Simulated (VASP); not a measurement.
Wanted: the native input for a VASP 6.6.1 run.

```
Task                   : single point
Functional             : PBEsol
Potentials or basis    : VASP PAW PBE potentials, release 64 (Rb_sv, Br)
Cutoff                 : 520 eV
k mesh                 : 6 × 6 × 6
Occupations            : gaussian, width 0.05 eV
Spin                   : no spin polarisation
Dipole correction      : no
Further INCAR settings : ALGO = Normal; EDIFF = 1e-06; NBANDS = 15
```

The structure of RbBr lies in POSCAR:

```
RbBr
1.0
    4.0701688540      0.0000000000      0.0000000000
    0.0000000000      4.0701688540      0.0000000000
    0.0000000000      0.0000000000      4.0701688540
Rb Br
1 1
Direct
    0.0000000000     -0.0396914813     -0.0198457406
    0.5000000000      0.5424552411      0.5212276205
```

This cell differs from its parent crystal: mode 5 frozen in at -0.173 Å and mode 6 at -0.086 Å (largest displacements).

These files were run (other wordings do the same):

INCAR

```
SYSTEM = RbBr
ALGO = Normal ; EDIFF = 1E-6
ENCUT = 520 ; GGA = PS
ISIF = 2 ; ISMEAR = 0
LASPH = .TRUE. ; LCHARG = .TRUE.
LELF = .TRUE. ; LREAL = .FALSE.
LVHAR = .TRUE. ; LWAVE = .FALSE.
NBANDS = 15 ; NELM = 60
PREC = Accurate ; SIGMA = 0.05
```

KPOINTS

```
k-points
0
G
  6 6 6
  0 0 0
```

Potentials or basis: VASP PAW PBE potentials, release 64 (Rb_sv, Br).

The run is started by

```console
$ cat potpaw_PBE.64/Rb_sv/POTCAR potpaw_PBE.64/Br/POTCAR > POTCAR
$ mpirun -np 1 vasp_std > vasp.out
```

Results of the run:

```yaml
Pressure: 0.9 GPa
Largest_force: 0.391 eV/Å
Band_gap_on_the_k_mesh: 4.09 eV, indirect (least direct gap 4.23 eV)
```

Caveat: the cell differs from its parent crystal (mode 5 frozen in at -0.173 Å and mode 6 at -0.086 Å (largest displacements)); the PAW data sets were made with another functional, which shifts forces and pressure a little.

Run time: 55 s on 1 thread of Intel(R) Xeon(R) Platinum 8259CL CPU @ 2.50GHz (Skylake/Cascade Lake), on a shared host, peak memory 0.22 GiB.
